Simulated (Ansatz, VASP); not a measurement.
Mg3SeS2 in VASP and in Ansatz

```
Mg Se S
1.0
     0.00000    3.54489    6.08454
     3.33723    0.00000    6.08454
     3.33723    3.54489    0.00000
Mg Se S
3 1 2
Cartesian
  3.3372 3.5449 2.4190
  3.3372 3.5449 9.7501
  3.3372 3.5449 6.0845
  0.0000 0.0000 0.0000
  3.3372 1.9292 6.0845
  3.3372 5.1606 6.0845
```

Alike in both runs: task relaxation of cell and atoms; functional PBE; k mesh 4 × 4 × 4; occupations gaussian, width 0.1 eV; no spin polarisation.

|  | VASP | Ansatz |
| --- | --- | --- |
| version | VASP 6.6.1 | Ansatz 0.2.0 |
| potentials or method | VASP PAW PBE potentials, release 64 (Mg, Se, S), cutoff 600 eV | scalar-relativistic, plane waves, PAW |
| valence electrons in the cell | 24 | 58 |

```csv
,VASP,Ansatz,Ansatz less VASP
"gap on the k mesh at the Fermi level, each at its own relaxed structure (eV)",none,none,-
relaxed volume (Å³/atom),28.53,28.50,-0.023
relaxed cell length with the largest relative difference (Å),6.919,6.907,-0.0112
```

A gap of «none» marks a metal or a gap that the smearing closes. VASP's potentials hold 24 valence electrons a cell and Ansatz's 58, so a difference there can come from the potentials and not from the codes.

Noted on VASP's run: the volume moved by over 15 % at a fixed basis, so the end points are rough.
